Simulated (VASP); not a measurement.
TlBi2, 3 atoms in the cell. Symmetry: P6/mmm, No. 191, hexagonal system. The conventional cell has a = 5.709 Å, b = 5.709 Å, c = 3.394 Å, α = 90.00°, β = 90.00°, γ = 120.00°. Within 4.5 Å of Tl (site symmetry 6/mmm) lie 2 Tl at 3.39 Å and 12 Bi at 3.71 Å. Within 4.3 Å of Bi (site symmetry -6m2) lie 5 Bi at 3.30 to 3.39 Å and 6 Tl at 3.71 Å. 

- Program: VASP 6.6.1
- Task: single point
- Functional: BLYP
- Potentials or basis: VASP PAW PBE potentials, release 64 (Tl_d, Bi_d)
- Cutoff: 520 eV
- k mesh: 6 × 6 × 9
- Occupations: methfessel-paxton, width 0.1 eV
- Spin: no spin polarisation
- Dipole correction: no
- Further INCAR settings: ALGO = Normal; EDIFF = 1e-07; NBANDS = 28

Potentials or basis: VASP PAW PBE potentials, release 64 (Tl_d, Bi_d).

Command:

```bash
$ cat potpaw_PBE.64/Tl_d/POTCAR potpaw_PBE.64/Bi_d/POTCAR > POTCAR
$ mpirun -np 1 vasp_std > vasp.out
```

Hardware: 1 thread of Intel(R) Xeon(R) Platinum 8488C (Sapphire Rapids), with other jobs on the host.

Question: How long does it take, and how much memory?

Answer: It took 88 s on 1 thread of Intel(R) Xeon(R) Platinum 8488C (Sapphire Rapids), on a shared host, peak memory 0.26 GiB. Counts: scf iterations 14, k points 35.
